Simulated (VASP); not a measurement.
# BN: relaxation of cell and atoms with LDA

The system is BN.

```xyz
2
Lattice="0.0000 1.8130 1.8130 1.8130 0.0000 1.8130 1.8130 1.8130 0.0000" Properties=species:S:1:pos:R:3 pbc="T T T"
B     0.0000    0.0000    0.0000
N     2.7195    2.7195    2.7195
```

```
Program                : VASP 6.6.1
Task                   : relaxation of cell and atoms
Functional             : LDA
Potentials or basis    : VASP PAW LDA potentials, release 64 (B, N)
Cutoff                 : 600 eV
k mesh                 : 10 × 10 × 10
Occupations            : gaussian, width 0.1 eV
Spin                   : no spin polarisation
Dipole correction      : no
Further INCAR settings : ALGO = Normal; EDIFF = 1e-07; IBRION = 2; EDIFFG = -0.05; NSW = 100; ISIF = 3
```

| Property | Result |
| --- | --- |
| Relaxed volume | 5.75 Å³/atom |
| Relaxed cell | a = 2.533 Å, b = 2.533 Å, c = 2.533 Å, α = 60.00°, β = 60.00°, γ = 60.00° |
| Space group after relaxing (to 0.05 Å) | F-43m (No. 216) |
| Energy gained by relaxing | 9.2 meV/atom |
| Ionic steps | 3 |
| Pressure after relaxing | -0.1 GPa |
| Band gap on the k mesh | 4.38 eV, indirect (least direct gap 8.81 eV) |

Step by step:
```csv
step,energy change (eV),largest force (eV/Å),pressure (GPa),volume (Å³)
1,0.0000,0.0000,-13.60,11.92
2,0.0027,0.0000,16.35,11.07
3,-0.0185,0.0000,-0.10,11.50
```

Final structure:
```cif
data_structure
_symmetry_space_group_name_H-M 'P 1'
_symmetry_Int_Tables_number 1
_cell_length_a 2.5335
_cell_length_b 2.5335
_cell_length_c 2.5335
_cell_angle_alpha 60.000
_cell_angle_beta 60.000
_cell_angle_gamma 60.000
_cell_volume 11.50
loop_
_atom_site_label
_atom_site_type_symbol
_atom_site_fract_x
_atom_site_fract_y
_atom_site_fract_z
_atom_site_occupancy
B1 B 0.00000 0.00000 0.00000 1
N1 N 0.75000 0.75000 0.75000 1
```

Levels at points of the mesh, in eV from the valence-band top:
| k point | band 2 | band 3 | band 4 | band 5 | band 6 | band 7 |
| --- | --- | --- | --- | --- | --- | --- |
| (0.00, 0.00, 0.00) | 0.00 | 0.00 | 0.00 | 8.81 | 8.81 | 8.81 |
| (0.50, 0.00, 0.00) | -10.96 | -2.00 | -2.00 | 10.56 | 10.71 | 10.71 |
| (0.50, 0.50, 0.00) | -9.06 | -5.06 | -5.06 | 4.38 | 9.30 | 18.11 |

It took 6.1 s on 1 thread of Intel(R) Xeon(R) 6975P-C (Granite Rapids), with other jobs on the host, peak memory 0.11 GiB.

A k mesh can miss the band edges. LDA gaps usually lie below the measured ones, often by a third to a half.
